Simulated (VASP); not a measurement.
Write the native input for VASP 6.6.1 that does the following.

```
Task                   : single point
Functional             : PBE
Potentials or basis    : VASP PAW PBE potentials, release 64 (Fe, N, Li_sv)
Cutoff                 : 520 eV
k mesh                 : 10 × 10 × 7
Occupations            : fermi-dirac, width 0.05 eV
Spin                   : collinear spin, ferromagnetic start
Starting moments       : [3.0, 0.0, 0.0] μB
Hubbard terms          : Fe d U = 2.0 eV
Dipole correction      : no
Further INCAR settings : ALGO = Normal; EDIFF = 1e-07; NBANDS = 19
```

The structure of LiFeN lies in POSCAR:

```
LiFeN
1.0
    3.1006003459      0.0000000000      0.0000000000
   -1.5503001729      2.6851986665      0.0000000000
    0.0000000000      0.0000000000      4.1453390000
Fe N Li
1 1 1
Direct
    0.3333333333      0.6666666667      0.5000000000
    0.0000000000      0.0000000000      0.5000000000
    0.0000000000      0.0000000000      0.0000000000
```

One way to write it, as run:

INCAR

```
PREC = Accurate
ENCUT = 520
EDIFF = 1E-7
ISMEAR = -1
SIGMA = 0.05
LREAL = F
LASPH = T
NELM = 150
ALGO = Normal
ISIF = 2
LWAVE = F
LCHARG = T
ISPIN = 2
MAGMOM = 3 0 0
LORBIT = 11
LMAXMIX = 4
LDAU = T
LDAUTYPE = 2
LDAUL = 2 -1 -1
LDAUU = 2 0 0
LDAUJ = 0 0 0
LDAUPRINT = 1
GGA = PE
LELF = T
LVHAR = T
NBANDS = 19
```

KPOINTS

```
regular mesh
0
Gamma
  10 10 7
```

Potentials or basis: VASP PAW PBE potentials, release 64 (Fe, N, Li_sv).

Command:

```console
$ cat potpaw_PBE.64/Fe/POTCAR potpaw_PBE.64/N/POTCAR potpaw_PBE.64/Li_sv/POTCAR > POTCAR
$ mpirun -np 1 vasp_std > vasp.out
```

It gave:

```json
{
 "Net moment": "2.86 μB per cell",
 "Site moments": "Fe +2.77; N +0.07; Li -0.01 μB",
 "Valence electrons inside the program's atomic spheres": "Fe 7.61; N 3.78; Li 2.10"
}
```

Caveat: a cell with one magnetic atom can't hold antiferromagnetic order, which such compounds often take.

Wall time 61 s on 1 thread of Oxide Virtual Turin-like Processor, on a shared host, peak memory 0.16 GiB.
